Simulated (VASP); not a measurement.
## Nb: single point with LDA

Crystal: Nb.

```
CELL_PARAMETERS angstrom
-1.62311 1.62311 1.62311
1.62311 -1.62311 1.62311
1.62311 1.62311 -1.62311
ATOMIC_POSITIONS crystal
Nb 0.00000 0.00000 0.00000
```

| Property | Result |
| --- | --- |
| Program | VASP 6.6.1 |
| Task | single point |
| Functional | LDA |
| Potentials or basis | VASP PAW LDA potentials, release 64 (Nb_sv) |
| Cutoff | 520 eV |
| k mesh | 14 × 14 × 14 |
| Occupations | fermi-dirac, width 0.1 eV |
| Spin | no spin polarisation |

The pressure is 0.4 GPa.

Levels at points of the mesh, in eV from the Fermi level:
```tsv
k point	band 4	band 5	band 6	band 7	band 8	band 9
(0.00, 0.00, 0.00)	-29.37	-6.04	0.29	0.29	0.29	3.37
(0.50, 0.00, 0.00)	-29.39	-3.99	-1.87	2.58	3.43	4.16
(0.50, 0.50, 0.50)	-30.46	-4.08	-4.08	5.95	5.95	5.95
```

Run time: 22 s on 1 thread of Intel Xeon 8259CL, with other jobs on the host, peak memory 0.14 GiB.
